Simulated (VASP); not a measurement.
Crystal: B.

```
B
1.0
     2.33254   -2.86222    0.00000
     2.33254    2.86222    0.00000
     0.00000    0.00000    3.33066
B
6
Direct
  0.60400 0.39600 0.31018
  0.89600 0.10400 0.31018
  0.39600 0.60400 0.68982
  0.10400 0.89600 0.68982
  0.75000 0.75000 0.00000
  0.25000 0.25000 0.00000
```

The cell was built from a structure type or drawn by symmetry, and may not be a known phase.

- Program: VASP 6.6.1
- Task: relaxation of cell and atoms
- Functional: PBE
- Potentials or basis: VASP PAW PBE potentials, release 64 (B)
- Cutoff: 600 eV
- k mesh: 6 × 6 × 6
- Occupations: gaussian, width 0.1 eV
- Spin: no spin polarisation

At the start: pressure 28.2 GPa; volume 7.41 Å³/atom.

How do energy, volume and symmetry change on relaxing?

Over 43 steps the energy falls by 681.6 meV/atom and the volume is 7.91 Å³/atom (+6.7 %); space group Cmme (No. 67, to 0.1 Å) before and after.

Step by step:
```tsv
step	energy change (eV)	largest force (eV/Å)	pressure (GPa)	volume (Å³)
1	0.0000	1.2097	28.19	44.47
3	-1.3678	1.8364	-5.15	51.42
5	-1.9412	1.0116	-8.07	51.57
7	-1.9814	0.9071	-8.92	51.56
9	-2.1244	0.1061	-0.97	49.01
11	-2.1356	0.2436	1.63	48.25
13	-2.1828	0.6375	2.31	47.96
15	-2.7056	1.6872	5.18	46.45
17	-2.8796	2.1759	6.91	45.55
19	-2.9086	2.2963	7.99	45.09
21	-2.9110	2.3007	8.00	45.07
23	-2.9152	2.2805	8.03	44.97
25	-2.9278	2.2603	7.94	44.98
27	-2.9832	2.1692	7.56	45.02
29	-3.1842	1.7518	6.14	45.19
31	-3.6160	0.7365	3.17	45.81
33	-3.7105	0.9827	2.99	46.05
35	-3.9763	0.7155	3.57	47.22
37	-4.0405	0.5165	0.79	47.45
39	-4.0745	0.2471	-2.98	48.17
41	-4.0889	0.0520	-0.46	47.53
43	-4.0898	0.0227	0.06	47.43
```

Final structure:
```xyz
6
Lattice="2.9505 -2.5607 0.0000 2.9505 2.5607 0.0000 0.0000 0.0000 3.1389" Properties=species:S:1:pos:R:3 pbc="T T T"
B     2.9505   -0.3991    0.7890
B     2.9505   -2.1616    0.7890
B     2.9505    0.3991    2.3499
B     2.9505    2.1616    2.3499
B     4.4257    0.0000    0.0000
B     1.4752    0.0000    0.0000
```
